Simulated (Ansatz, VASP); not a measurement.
One calculation of SiC, two programs

```
Si C
1.0
     2.98663    0.00000    0.00000
    -1.49331    2.58650    0.00000
     0.00000    0.00000   20.14600
Si C
8 8
Direct
  0.33333 0.66667 0.25011
  0.66667 0.33333 0.75011
  0.33333 0.66667 0.62500
  0.66667 0.33333 0.12500
  0.00000 0.00000 0.00010
  0.00000 0.00000 0.50010
  0.33333 0.66667 0.87518
  0.66667 0.33333 0.37518
  0.33333 0.66667 0.96891
  0.66667 0.33333 0.46891
  0.00000 0.00000 0.09387
  0.00000 0.00000 0.59387
  0.33333 0.66667 0.34412
  0.66667 0.33333 0.84412
  0.33333 0.66667 0.71872
  0.66667 0.33333 0.21872
```

Change from the starting cell: x and y stretched by -3 %.

Alike in both runs: task electric field gradients; functional PBE; k mesh 10 × 10 × 2; occupations fermi-dirac, width 0.02 eV; no spin polarisation.

|  | VASP | Ansatz |
| --- | --- | --- |
| version | VASP 6.6.1 | Ansatz 0.2.0 |
| potentials or method | VASP PAW PBE potentials, release 64 (Si, C) | plane-wave PAW, scalar-relativistic |
| plane-wave cutoff (eV) | 520 | 420 |
| valence electrons in the cell | 64 | 64 |

Ansatz gave:

* gap on the k mesh at the Fermi level (eV): 1.65
* pressure (GPa): 19.3
* traceless stress, the component that is largest in VASP (GPa): -13.14
* rms of the force components (eV/Å): 0.219
* size of Vzz on the site where it differs most (V/Å²): 11.6

Q: Estimate VASP's values.

A: gap on the k mesh at the Fermi level (eV): 1.64; pressure (GPa): 19.2; traceless stress, the component that is largest in VASP (GPa): -13.23; rms of the force components (eV/Å): 0.219; size of Vzz on the site where it differs most (V/Å²): 12.4.

Atom by atom the forces differ by 0.004 eV/Å (rms over components).
